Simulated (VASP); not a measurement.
Crystal: Ge.

```
Ge
1.0
    -1.60842    1.60842    1.87318
     1.60842   -1.60842    1.87318
     1.60842    1.60842   -1.87318
Ge
1
Direct
  0.50000 0.50000 0.00000
```

Base run:

| Quantity | Value |
| --- | --- |
| Program | VASP 6.6.1 |
| Functional | r2SCAN |
| Potentials or basis | VASP PAW PBE potentials, release 64 (Ge_d) |
| Cutoff | 520 eV |
| k mesh | 12 × 12 × 12 |
| Occupations | fermi-dirac, width 0.05 eV |
| Spin | no spin polarisation |

Its results: band gap on the k mesh zero (bands 7 and 8 overlap by 11.95 eV); pressure -1.5 GPa.

Question: The run is repeated on the same cell with these changes: functional from r2SCAN to PBEsol. What comes out?

Answer: Band gap on the k mesh zero (bands 7 and 8 overlap by 11.31 eV); pressure -2.8 GPa.

Caveats: the PAW data sets were made with another functional, which shifts forces and pressure a little.
